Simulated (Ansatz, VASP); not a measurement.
Cu in VASP and in Ansatz

```
CELL_PARAMETERS angstrom
0.00000 1.82500 1.82500
1.82500 0.00000 1.82500
1.82500 1.82500 0.00000
ATOMIC_POSITIONS crystal
Cu 0.00000 0.00000 0.00000
```

Alike in both runs: task single point; functional r2SCAN; dispersion rVV10; k mesh 8 × 8 × 8; occupations gaussian, width 0.1 eV; no spin polarisation.

|  | VASP | Ansatz |
| --- | --- | --- |
| version | VASP 6.6.1 | Ansatz 0.2.0 |
| potentials or method | VASP PAW PBE potentials, release 64 (Cu), cutoff 520 eV | scalar-relativistic, plane waves, PAW |
| valence electrons in the cell | 11 | 19 |

|  | VASP | Ansatz | Ansatz less VASP |
| --- | --- | --- | --- |
| gap on the k mesh at the Fermi level (eV) | none | none | - |
| pressure (GPa) | -8.8 | -9.5 | -0.66 |

VASP's potentials were made for PBE, not for r2SCAN. A gap of «none» marks a metal or a gap that the smearing closes. VASP's potentials hold 11 valence electrons a cell and Ansatz's 19, so a difference there can come from the potentials and not from the codes.

The k mesh is coarse, so the values compare programs but aren't converged.
